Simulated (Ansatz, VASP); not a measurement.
# Two plane-wave programs on CdS

INCAR

```
SYSTEM = CdS
  PREC = Accurate
  ENCUT = 500
  EDIFF = 1E-6
  ISMEAR = -1
  SIGMA = 0.05
  LREAL = .False.
  LASPH = .True.
  NELM = 120
  ALGO = Normal
  ISIF = 2
  LWAVE = .False.
  LCHARG = .True.
  LELF = .True.
  LVHAR = .True.
  NBANDS = 16
  GGA_COMPAT = .False.
```

The input KPOINTS:

```
Automatic mesh
0
Gamma
  6 6 6
  0 0 0
```

File POSCAR:

```
CdS
1.0
    0.0000000000      2.7065698307      2.7065698307
    2.7065698307      0.0000000000      2.7065698307
    2.7065698307      2.7065698307      0.0000000000
Cd S
1 1
Direct
    0.0000000000      0.0000000000      0.0000000000
    0.5000000000      0.5000000000      0.5000000000
```

Input for Ansatz:

```yaml
crystal:
  lattice:
    - [0.0, 2.7065698306769486, 2.7065698306769486]
    - [2.7065698306769486, 0.0, 2.7065698306769486]
    - [2.7065698306769486, 2.7065698306769486, 0.0]
  atoms:
    - { symbol: Cd, position: [0.0, 0.0, 0.0] }
    - { symbol: S, position: [0.5, 0.5, 0.5] }
basis:
  ecutwfc: 470.0
kpoints:
  mp_grid:
    grid: [6, 6, 6]
hamiltonian:
  xc: lda
  pseudopotentials:
    kind: paw
scf:
  occupations:
    method: fermi_dirac
    width: 0.05
output:
  stress: true
```

Alike in both runs: task single point; functional LDA; k mesh 6 × 6 × 6; occupations fermi-dirac, width 0.05 eV; no spin polarisation.

|  | VASP | Ansatz |
| --- | --- | --- |
| version | VASP 6.6.1 | Ansatz 0.2.0 |
| potentials or method | VASP PAW LDA potentials, release 64 (Cd, S), cutoff 500 eV | plane waves, PAW |
| valence electrons in the cell | 18 | 26 |

|  | VASP | Ansatz | Ansatz less VASP |
| --- | --- | --- | --- |
| pressure (GPa) | -2.8 | -3.4 | -0.62 |

LDA's correlation is that of Perdew and Zunger in VASP and of Perdew and Wang (1992) in Ansatz. VASP's potentials hold 18 valence electrons a cell and Ansatz's 26, so a difference there can come from the potentials and not from the codes.
